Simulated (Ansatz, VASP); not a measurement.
## MgZn2O6: VASP beside Ansatz

```
Mg Zn O
1.0
     0.00000    3.80749    3.80749
     3.80749    0.00000    3.80749
     3.80749    3.80749    0.00000
Mg Zn O
1 2 6
Direct
  0.00000 0.00000 0.00000
  0.75000 0.75000 0.75000
  0.25000 0.25000 0.25000
  0.50000 0.00000 0.00000
  0.00000 0.50000 0.00000
  0.00000 0.00000 0.50000
  0.00000 0.50000 0.50000
  0.50000 0.00000 0.50000
  0.50000 0.50000 0.00000
```

Alike in both runs: task single point; functional PBE; k mesh 4 × 4 × 4; occupations gaussian, width 0.1 eV; collinear spin.

|  | VASP | Ansatz |
| --- | --- | --- |
| version | VASP 6.6.1 | Ansatz 0.2.0 |
| potentials or method | VASP PAW PBE potentials, release 64 (Mg, Zn, O), cutoff 520 eV | scalar-relativistic, plane waves, PAW |
| valence electrons in the cell | 62 | 70 |

```tsv
	VASP	Ansatz	Ansatz less VASP
gap on the k mesh at the Fermi level (eV)	none	none	-
pressure (GPa)	5.0	3.9	-1.12
net moment per atom (μB)	0.48	0.48	-0.005
size of the moment on the site where the two differ most (μB)	0.60	0.62	+0.014
```

Site moments also hang on the region over which each program counts them. A gap of «none» marks a metal or a gap that the smearing closes. The functional is the same, so the differences come from potentials, cutoffs and numerics. VASP's potentials hold 62 valence electrons a cell and Ansatz's 70, so a difference there can come from the potentials and not from the codes.
